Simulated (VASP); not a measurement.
Here is a VASP 6.6.1 calculation.

POSCAR

```
CsPbCl3
1.0
    5.6050000000      0.0000000000      0.0000000000
    0.0000000000      5.6050000000      0.0000000000
    0.0000000000      0.0000000000      5.6050000000
Pb Cs Cl
1 1 3
Direct
    0.5000000000      0.5000000000      0.5000000000
    0.0000000000      0.0000000000      0.0000000000
    0.5000000000      0.0000000000      0.5000000000
    0.0000000000      0.5000000000      0.5000000000
    0.5000000000      0.5000000000      0.0000000000
```

The input INCAR.step1:

```
SYSTEM = CsPbCl3
PREC = Accurate
ENCUT = 520
ISMEAR = -1
SIGMA = 0.05
LREAL = .FALSE.
LASPH = .TRUE.
NELM = 100
NBANDS = 30
GGA = PE
ALGO = Normal
EDIFF = 1E-4
LWAVE = .TRUE.
LCHARG = .FALSE.
```

The input INCAR.step2:

```
SYSTEM = CsPbCl3
PREC = Accurate
ENCUT = 520
EDIFF = 1E-6
ISMEAR = -1
SIGMA = 0.05
LREAL = .FALSE.
LASPH = .TRUE.
NELM = 100
ALGO = Normal
ISIF = 2
LWAVE = .FALSE.
LCHARG = .TRUE.
METAGGA = R2SCAN
LMIXTAU = .TRUE.
LELF = .TRUE.
LVHAR = .TRUE.
NBANDS = 30
ISTART = 1
```

Contents of KPOINTS:

```
Automatic mesh
0
G
  5 5 5
  0 0 0
```

Potentials or basis: VASP PAW PBE potentials, release 64 (Pb_d, Cs_sv, Cl).

The run is started by

```sh
$ cat potpaw_PBE.64/Pb_d/POTCAR potpaw_PBE.64/Cs_sv/POTCAR potpaw_PBE.64/Cl/POTCAR > POTCAR
$ cp INCAR.step1 INCAR
$ mpirun -np 1 vasp_std > vasp.out
$ cp INCAR.step2 INCAR
$ mpirun -np 1 vasp_std > vasp.out
```

Q: Estimate the band gap on the k mesh.

A: 3.32 eV, direct.

Q: What does it give for the pressure?

A: 0.9 GPa.

Caveat: the PAW data sets were made with another functional, which shifts forces and pressure a little; spin-orbit coupling is left out, which moves the levels of the heavy elements. r2SCAN opens gaps a little over a GGA but as a rule still falls short of measured ones.
